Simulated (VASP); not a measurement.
# BN (P6_3/mmc) in VASP: further runs

Runs on BN. Level: PBE. Tasks: single point.

Everything below comes from runs of VASP 6.6.1. Logs are shortened: lines on timing, memory, paths and dates and some standing lists are left out, and cuts for length are marked.

## (1) The cell of the first run

It takes space group P6_3/mmc (No. 194, hexagonal). The conventional cell has a = 2.553 Å, b = 2.553 Å, c = 6.792 Å, α = 90.00°, β = 90.00°, γ = 120.00°. B (site symmetry -6m2) has 3 N at 1.47 Å within 2.0 Å. Within 2.0 Å of N (site symmetry -6m2) lie 3 B at 1.47 Å.

## (2) Single point, PBE (volume scaled by 1.06)

INCAR reads:

```
PREC = Accurate ; ENCUT = 520
EDIFF = 1E-7 ; ISMEAR = -1
SIGMA = 0.02 ; LREAL = False
LASPH = True ; NELM = 100
ALGO = Normal ; ISIF = 2
LWAVE = False ; LCHARG = False
GGA = PE ; NBANDS = 16
```

KPOINTS reads:

```
regular mesh
0
Gamma
  11 11 4
```

POSCAR reads:

```
BN
1.0
    2.5531020489      0.0000000000      0.0000000000
   -1.2765510245      2.2110512328      0.0000000000
    0.0000000000      0.0000000000      6.7918449327
B N
2 2
Direct
    0.3333333333      0.6666666667      0.2500000000
    0.6666666667      0.3333333333      0.7500000000
    0.3333333333      0.6666666667      0.7500000000
    0.6666666667      0.3333333333      0.2500000000
```

Potentials or basis: VASP PAW PBE potentials, release 64 (B, N).

On the command line:

```bash
cat potpaw_PBE.64/B/POTCAR potpaw_PBE.64/N/POTCAR > POTCAR
mpirun -np 1 vasp_std > vasp.out
```

OUTCAR:

```text
PREC = Accurate
   ENCUT = 520
   EDIFF = 1E-7
   ISMEAR = -1
   LREAL = False
   LASPH = True
   NELM = 100
   ISIF = 2
   GGA = PE

 ion  position               nearest neighbor table
   1  0.333  0.667  0.250-   4 1.47   4 1.47   4 1.47
   2  0.667  0.333  0.750-   3 1.47   3 1.47   3 1.47
   3  0.333  0.667  0.750-   2 1.47   2 1.47   2 1.47
   4  0.667  0.333  0.250-   1 1.47   1 1.47   1 1.47

  LATTYP: Found a hexagonal cell.
 ALAT       =     2.5531020489
 C/A-ratio  =     2.6602324555

  Lattice vectors:

 A1 = (   2.5531020489,   0.0000000000,   0.0000000000)
 A2 = (  -1.2765510245,   2.2110512328,   0.0000000000)
 A3 = (   0.0000000000,   0.0000000000,   6.7918449327)

Analysis of symmetry for initial positions (statically):
=====================================================================
 Subroutine PRICEL returns:
 Original cell was already a primitive cell.

 Routine SETGRP: Setting up the symmetry group for a
 hexagonal supercell.

 Subroutine GETGRP returns: Found 24 space group operations
 (whereof 12 operations were pure point group operations)
 out of a pool of 24 trial point group operations.

The static configuration has the point symmetry D_3d.
 The point group associated with its full space group is D_6h.

Analysis of symmetry for dynamics (positions and initial velocities):
=====================================================================
 Subroutine PRICEL returns:
 Original cell was already a primitive cell.

 Routine SETGRP: Setting up the symmetry group for a
 hexagonal supercell.

 Subroutine GETGRP returns: Found 24 space group operations
 (whereof 12 operations were pure point group operations)
 out of a pool of 24 trial point group operations.

The dynamic configuration has the point symmetry D_3d.
 The point group associated with its full space group is D_6h.

 Subroutine INISYM returns: Found 24 space group operations
 (whereof 12 operations are pure point group operations),
 and found     1 'primitive' translations

----------------------------------------------------------------------------------------

                                     Primitive cell

  volume of cell :      38.3402

  direct lattice vectors                    reciprocal lattice vectors
     2.553102049  0.000000000  0.000000000     0.391680388  0.226136777  0.000000000
    -1.276551025  2.211051233  0.000000000     0.000000000  0.452273554  0.000000000
     0.000000000  0.000000000  6.791844933     0.000000000  0.000000000  0.147235399

  length of vectors
     2.553102049  2.553102049  6.791844933     0.452273554  0.452273554  0.147235399

  position of ions in fractional coordinates (direct lattice)
     0.333333333  0.666666667  0.250000000
     0.666666667  0.333333333  0.750000000
     0.333333333  0.666666667  0.750000000
     0.666666667  0.333333333  0.250000000

  ion indices of the primitive-cell ions
   primitive index   ion index
                 1           1
                 2           2
                 3           3
                 4           4

----------------------------------------------------------------------------------------

 KPOINTS: regular mesh

Automatic generation of k-mesh.
 Grid dimensions read from file:
 generate k-points for:   11   11    4

 Generating k-lattice:

  Cartesian coordinates                     Fractional coordinates (reciprocal lattice)
     0.035607308  0.020557889  0.000000000     0.090909091  0.000000000  0.000000000
     0.000000000  0.041115778  0.000000000     0.000000000  0.090909091  0.000000000
     0.000000000  0.000000000  0.036808850     0.000000000  0.000000000  0.250000000

  Length of vectors
     0.041115778  0.041115778  0.036808850

  Shift w.r.t. Gamma in fractional coordinates (k-lattice)
     0.000000000  0.000000000  0.000000000

 Subroutine IBZKPT returns following result:
 ===========================================

 Found     48 irreducible k-points:

 Following reciprocal coordinates:
            Coordinates               Weight
  0.000000  0.000000  0.000000      1.000000
  0.090909 -0.000000  0.000000      6.000000
  0.181818  0.000000  0.000000      6.000000
  0.272727  0.000000  0.000000      6.000000
  0.363636  0.000000  0.000000      6.000000
  0.454545  0.000000  0.000000      6.000000
[... 16 lines left out ...]
  0.090909  0.090909  0.250000     12.000000
  0.181818  0.090909  0.250000     24.000000
 [... further k-points ...]
   k-points           NKPTS =     48   k-points in BZ     NKDIM =     48   number of bands    NBANDS=     16
   number of dos      NEDOS =    301   number of ions     NIONS =      4
   total plane-waves  NPLWV =  21600
   dimension x,y,z NGX =    20 NGY =   20 NGZ =   54
   dimension x,y,z NGXF=    40 NGYF=   40 NGZF=  108
   ions per type =               2   2
   NGX,Y,Z   is equivalent  to a cutoff of  13.02, 13.02, 13.22 a.u.
   NGXF,Y,Z  is equivalent  to a cutoff of  26.05, 26.05, 26.44 a.u.
 SYSTEM =  unknown system
   PREC   = accura    normal or accurate (medium, high low for compatibility)
   ISTART =      0    job   : 0-new  1-cont  2-samecut
   ICHARG =      2    charge: 1-file 2-atom 10-const
   ISPIN  =      1    spin polarized calculation?
   LNONCOLLINEAR =      F non collinear calculations
   LSORBIT =      F    spin-orbit coupling
   LASPH  =      T    aspherical Exc in radial PAW
   ENCUT  =  520.0 eV  38.22 Ry    6.18 a.u.   4.75  4.75 12.63*2*pi/ulx,y,z
   NELM   =    100;   NELMIN=  2; NELMDL= -5     # of ELM steps
   EDIFF  = 0.1E-06   stopping-criterion for ELM
   LREAL  =      F    real-space projection
   EDIFFG = 0.1E-05   stopping-criterion for IOM
   NSW    =      0    number of steps for IOM
   IBRION =     -1    ionic relax: 0-MD 1-quasi-New 2-CG
   NFREE  =      0    steps in history (QN), initial steepest desc. (CG)
   ISIF   =      2    stress and relaxation
   ISYM   =      2    0-nonsym 1-usesym 2-fastsym
   POTIM  = 0.5000    time-step for ionic-motion
   TEBEG  =    0.0;   TEEND  =   0.0 temperature during run
   PSTRESS=    0.0 pullay stress
   NELECT =      16.0000    total number of electrons
   NUPDOWN=      -1.0000    fix difference up-down
   EMIN   =  10.00;   EMAX   =-10.00  energy-range for DOS
   EFERMI =   0.00;   METHOD = LEGACY
   ISMEAR =    -1;   SIGMA  =   0.02  broadening in eV -4-tet -1-fermi 0-gaus
   EFERMI_NEDOS =   21; number of points for ismear=-14 and -15
   IALGO  =     38    algorithm
   IMIX   =      4    mixing-type and parameters
     AMIX     =   0.40;   BMIX     =  1.00
     AMIX_MAG =   1.60;   BMIX_MAG =  1.00
  volume/ion in A,a.u.               =       9.59        64.68
  Fermi-wavevector in a.u.,A,eV,Ry     =   1.223385  2.311863 20.363452  1.496672
  Thomas-Fermi vector in A             =   2.358498
   LORBIT       =      0    0 simple, 1 ext, 2 COOP (PROOUT), +10 PAW based schemes
   GGA     = PE    functional components
   LHFCALC =     F    Hartree Fock is set to
   AEXX    =    0.0000 exact exchange contribution
   IVDW    =     0    specifies the selected vdW correction
   LEPSILON=     F    determine dielectric tensor
   LRPA    =     F    only Hartree local field effects (RPA)
 non-spin polarized calculation
  energy-cutoff  :      520.00
  volume of cell :       38.34
 maximum number of plane-waves:      1046
 NGX is ok and might be reduce to    20
   NGX =  9   NGY =  9   NGZ = 25

 number of electron      16.0000003 magnetization

 Free energy of the ion-electron system (eV)
  ---------------------------------------------------
  ext. energy  EPLUGINS =         0.00000000
  ---------------------------------------------------
  free energy    TOTEN  =       -35.11054169 eV

  energy without entropy =      -35.11054169  energy(sigma->0) =      -35.11054169

 E-fermi :   2.3959     XC(G=0):  -9.8039

 val. band max:        1.8802571084   @ k =   0.3636   0.2727   0.0000
 cond. band min:       6.1317208429   @ k =   0.4545   0.0909   0.0000
 fundamental gap:      4.2514637344
 Fermi energy:         2.3959351026

 k-point     1 :       0.0000    0.0000    0.0000
  band No.  band energies     occupation
      1     -15.5834      2.00000
      2     -15.3312      2.00000
      3      -3.9857      2.00000
      4      -2.0456      2.00000
      5       0.4592      2.00000
      6       0.4592      2.00000
[... 8 lines left out ...]
     15      13.0379      0.00000
     16      14.1847      0.00000

 k-point     2 :       0.0909   -0.0000    0.0000
  band No.  band energies     occupation
      1     -15.4288      2.00000
      2     -15.1814      2.00000
      3      -3.7742      2.00000
      4      -1.8559      2.00000
      5      -0.1837      2.00000
      6      -0.1567      2.00000
[... 8 lines left out ...]
     15      13.6985      0.00000
     16      13.6998      0.00000

 k-point     3 :       0.1818    0.0000    0.0000
  band No.  band energies     occupation
      1     -14.9759      2.00000
      2     -14.7431      2.00000
      3      -3.1497      2.00000
      4      -1.7627      2.00000
      5      -1.7271      2.00000
      6      -1.3013      2.00000
[... 8 lines left out ...]
     15      15.3642      0.00000
     16      15.4649      0.00000

 k-point     4 :       0.2727    0.0000    0.0000
  band No.  band energies     occupation
      1     -14.2654      2.00000
      2     -14.0590      2.00000
      3      -3.6810      2.00000
      4      -3.6240      2.00000
      5      -2.1496      2.00000
      6      -1.2546      2.00000
[... 8 lines left out ...]
     15      16.5747      0.00000
     16      17.7970      0.00000

 k-point     5 :       0.3636    0.0000    0.0000
  band No.  band energies     occupation
      1     -13.4067      2.00000
      2     -13.2447      2.00000
      3      -5.4697      2.00000
      4      -5.3964      2.00000
      5      -1.8425      2.00000
      6      -1.7870      2.00000
[... 8 lines left out ...]
     15      16.8480      0.00000
     16      20.3670      0.00000

 k-point     6 :       0.4545    0.0000    0.0000
  band No.  band energies     occupation
      1     -12.6943      2.00000
      2     -12.6058      2.00000
      3      -6.6488      2.00000
      4      -6.5816      2.00000
      5      -2.1592      2.00000
      6      -2.1018      2.00000
[... 8 lines left out ...]
     15      16.6143      0.00000
     16      20.0700      0.00000

 k-point     7 :       0.0909    0.0909    0.0000
  band No.  band energies     occupation
      1     -15.1249      2.00000
      2     -14.8872      2.00000
      3      -3.3560      2.00000
      4      -1.4835      2.00000
      5      -1.2006      2.00000
      6      -1.1853      2.00000
[... 8 lines left out ...]
     15      14.5526      0.00000
     16      15.3603      0.00000

 k-point     8 :       0.1818    0.0909    0.0000
  band No.  band energies     occupation
      1     -14.5410      2.00000
      2     -14.3235      2.00000
      3      -2.8159      2.00000
      4      -2.7824      2.00000
      5      -2.5415      2.00000
      6      -1.2508      2.00000
[... 8 lines left out ...]
     15      15.9818      0.00000
     16      16.5469      0.00000

 k-point     9 :       0.2727    0.0909    0.0000
  band No.  band energies     occupation
      1     -13.7449      2.00000
      2     -13.5617      2.00000
      3      -4.6052      2.00000
      4      -4.5450      2.00000
      5      -1.9989      2.00000
      6      -1.9422      2.00000
[... 8 lines left out ...]
     15      16.1942      0.00000
     16      17.9761      0.00000
[... 172 lines left out ...]
 k-point    19 :       0.1818    0.0000    0.2500
  band No.  band energies     occupation
      1     -14.9433      2.00000
      2     -14.7788      2.00000
      3      -2.9280      2.00000
      4      -1.8023      2.00000
      5      -1.7463      2.00000
      6      -1.5596      2.00000
[... 8 lines left out ...]
     15      15.3782      0.00000
     16      15.4493      0.00000

 k-point    20 :       0.2727    0.0000    0.2500
  band No.  band energies     occupation
      1     -14.2364      2.00000
      2     -14.0904      2.00000
      3      -3.6783      2.00000
      4      -3.6364      2.00000
      5      -1.9273      2.00000
      6      -1.2471      2.00000
[... 8 lines left out ...]
     15      17.6632      0.00000
     16      17.8101      0.00000

 k-point    21 :       0.3636    0.0000    0.2500
  band No.  band energies     occupation
      1     -13.3836      2.00000
      2     -13.2691      2.00000
      3      -5.4615      2.00000
      4      -5.4095      2.00000
      5      -1.8344      2.00000
      6      -1.7952      2.00000
[... 8 lines left out ...]
     15      17.8540      0.00000
     16      19.9477      0.00000

 k-point    22 :       0.4545    0.0000    0.2500
  band No.  band energies     occupation
      1     -12.6814      2.00000
      2     -12.6188      2.00000
      3      -6.6414      2.00000
      4      -6.5939      2.00000
      5      -2.1508      2.00000
      6      -2.1102      2.00000
[... 8 lines left out ...]
     15      17.1246      0.00000
     16      19.4403      0.00000

 k-point    23 :       0.0909    0.0909    0.2500
  band No.  band energies     occupation
      1     -15.0916      2.00000
      2     -14.9236      2.00000
      3      -3.1286      2.00000
      4      -1.8324      2.00000
      5      -1.1933      2.00000
      6      -1.1697      2.00000
[... 8 lines left out ...]
     15      14.5701      0.00000
     16      15.0256      0.00000

 k-point    24 :       0.1818    0.0909    0.2500
  band No.  band energies     occupation
      1     -14.5104      2.00000
      2     -14.3566      2.00000
      3      -2.8294      2.00000
      4      -2.7952      2.00000
      5      -2.2999      2.00000
      6      -1.2476      2.00000
[... 8 lines left out ...]
     15      15.9735      0.00000
     16      16.1473      0.00000

 [... further k-points ...]
[... 5 lines left out ...]
  --------------------------------------------------------------------------------------
  -------------------------------------------------------------------------------------
  Total       -3.7000756     -3.7000756      0.4807869      0.0000000      0.0000000     -0.0000000
  in kB     -154.6202743   -154.6202743     20.0913188      0.0000000      0.0000000     -0.0000000
  external PRESSURE =     -96.3830766 kB  Pullay stress =       0.0000000 kB

 VOLUME and BASIS-vectors are now :
 -----------------------------------------------------------------------------
  energy-cutoff  :      520.00
  volume of cell :       38.34
      direct lattice vectors                 reciprocal lattice vectors
     2.553102049  0.000000000  0.000000000     0.391680388  0.226136777  0.000000000
    -1.276551025  2.211051233  0.000000000     0.000000000  0.452273554  0.000000000
     0.000000000  0.000000000  6.791844933     0.000000000  0.000000000  0.147235399

 POSITION                                       TOTAL-FORCE (eV/Angst)
 -----------------------------------------------------------------------------------
     -0.00000      1.47403      1.69796        -0.000000      0.000000      0.000000
      1.27655      0.73702      5.09388         0.000000     -0.000000      0.000000
     -0.00000      1.47403      5.09388        -0.000000      0.000000      0.000000
      1.27655      0.73702      1.69796         0.000000      0.000000      0.000000
 -----------------------------------------------------------------------------------
    total drift:                               -0.000000      0.000000      0.000000

  FREE ENERGIE OF THE ION-ELECTRON SYSTEM (eV)
  ---------------------------------------------------
  free  energy   TOTEN  =       -35.1105416929 eV

  energy  without entropy=      -35.1105416929  energy(sigma->0) =      -35.11054169
```

Run time: 13 s. Hardware: 1 thread of Intel Xeon 6975P-C (Granite Rapids), shared host; peak memory 0.16 GiB.

What came out:

- Free energy: -35.1105 eV
- Pressure: -9.6 GPa
- Band gap on the k mesh: 4.25 eV, indirect (least direct gap 4.53 eV)

Caveat: this functional lacks dispersion, which binds the layers, so the pressure and a relaxed spacing across them are unreliable. A k mesh can miss the band edges.

## (3) Single point, PBE (zz strain of -2 %)

INCAR reads:

```
SYSTEM = BN
ALGO = Normal
EDIFF = 1E-7
ENCUT = 520
GGA = PE
ISIF = 2
ISMEAR = -1
LASPH = .TRUE.
LCHARG = .FALSE.
LREAL = .FALSE.
LWAVE = .FALSE.
NBANDS = 16
NELM = 60
PREC = Accurate
SIGMA = 0.02
```

KPOINTS reads:

```
k-points
0
G
  11 11 4
  0 0 0
```

POSCAR reads:

```
BN
1.0
    2.5039917043      0.0000000000      0.0000000000
   -1.2519958522      2.1685204268      0.0000000000
    0.0000000000      0.0000000000      6.5279760000
B N
2 2
Direct
    0.3333333333      0.6666666667      0.2500000000
    0.6666666667      0.3333333333      0.7500000000
    0.3333333333      0.6666666667      0.7500000000
    0.6666666667      0.3333333333      0.2500000000
```

Potentials or basis: VASP PAW PBE potentials, release 64 (B, N).

On the command line:

```bash
cat potpaw_PBE.64/B/POTCAR potpaw_PBE.64/N/POTCAR > POTCAR
mpirun -np 1 vasp_std > vasp.out
```

It took 36 s on 1 thread of AMD EPYC 7R13 (Zen 3), shared host; peak memory 0.12 GiB.

Results (log left out):

```yaml
Free_energy: -35.1403 eV
Pressure: 3.7 GPa
Band_gap_on_the_k_mesh: 4.30 eV, indirect (least direct gap 4.64 eV)
```

Stress tensor (GPa, compression positive):
```
3.83 0.00 0.00
0.00 3.83 0.00
0.00 0.00 3.43
```

Levels at points of the mesh, in eV from the valence-band top:
| k point | band 4 | band 5 | band 6 | band 7 | band 8 | band 9 | band 10 | band 11 | band 12 | band 13 |
| --- | --- | --- | --- | --- | --- | --- | --- | --- | --- | --- |
| (0.00, 0.00, 0.00) | -4.02 | -1.36 | -1.36 | -1.32 | -1.32 | 5.34 | 10.48 | 11.51 | 11.51 | 11.65 |
| (0.00, 0.00, 0.50) | -5.31 | -1.34 | -1.34 | -1.34 | -1.34 | 7.80 | 7.80 | 11.58 | 11.58 | 11.58 |

Caveat: the cell differs from its parent crystal (zz strain of -2 %); this functional lacks dispersion, which binds the layers, so the pressure and a relaxed spacing across them are unreliable. A k mesh can miss the band edges.

## (4) Single point, PBE (zz strain of +1 %)

INCAR reads:

```
PREC = Accurate ; ENCUT = 520
EDIFF = 1E-6 ; ISMEAR = -1
SIGMA = 0.02 ; LREAL = False
LASPH = True ; NELM = 80
ALGO = Normal ; ISIF = 2
LWAVE = False ; LCHARG = True
GGA = PE ; LELF = True
LVHAR = True ; NBANDS = 16
```

KPOINTS reads:

```
Automatic mesh
0
Gamma
  11 11 4
```

POSCAR, as its differences from that of step 3:

```diff
@@ -4,3 +4,3 @@
    -1.2519958522      2.1685204268      0.0000000000
-    0.0000000000      0.0000000000      6.5279760000
+    0.0000000000      0.0000000000      6.7278120000
 B N
```

On the command line:

```bash
cat potpaw_PBE.64/B/POTCAR potpaw_PBE.64/N/POTCAR > POTCAR
mpirun -np 1 vasp_std > vasp.out
```

Wall time 27 s (1 thread of AMD EPYC 7R13 (Zen 3), shared host); peak memory 0.12 GiB.

The run converged. Its results:

* Free energy: -35.1609 eV
* Pressure: 3.3 GPa
* Band gap on the k mesh: 4.35 eV, indirect (least direct gap 4.68 eV)

Stress tensor (GPa, compression positive):
```
3.69 0.00 0.00
0.00 3.69 0.00
0.00 0.00 2.40
```

Levels at points of the mesh, in eV from the valence-band top:
```csv
k point,band 6,band 7,band 8,band 9,band 10,band 11
"(0.00, 0.00, 0.00)",-1.36,-1.32,-1.32,5.16,10.14,11.53
"(0.00, 0.00, 0.50)",-1.34,-1.34,-1.34,7.45,7.45,11.58
```

Caveat: the cell differs from its parent crystal (zz strain of +1 %); this functional lacks dispersion, which binds the layers, so the pressure and a relaxed spacing across them are unreliable.

## (5) The runs side by side

| cell | gap on the mesh (eV) | pressure (GPa) |
| --- | --- | --- |
| a = 2.553, b = 2.553, c = 6.792 Å, angles 90.0, 90.0, 120.0°, 4 atoms | 4.25 | -9.6 |
| a = 2.504, b = 2.504, c = 6.528 Å, angles 90.0, 90.0, 120.0°, 4 atoms | 4.30 | 3.7 |
| a = 2.504, b = 2.504, c = 6.728 Å, angles 90.0, 90.0, 120.0°, 4 atoms | 4.35 | 3.3 |

Alike in all rows: task single point; level PBE; potentials or basis VASP PAW PBE potentials, release 64 (B, N); no spin polarisation; k mesh 11 × 11 × 4; cutoff (eV) 520; smearing fermi-dirac 0.02 eV.

Caveats: this functional lacks dispersion, which binds the layers, so the pressure and a relaxed spacing across them are unreliable.

Total energies depend on the potentials used, so only differences within one code and one set of settings carry meaning.
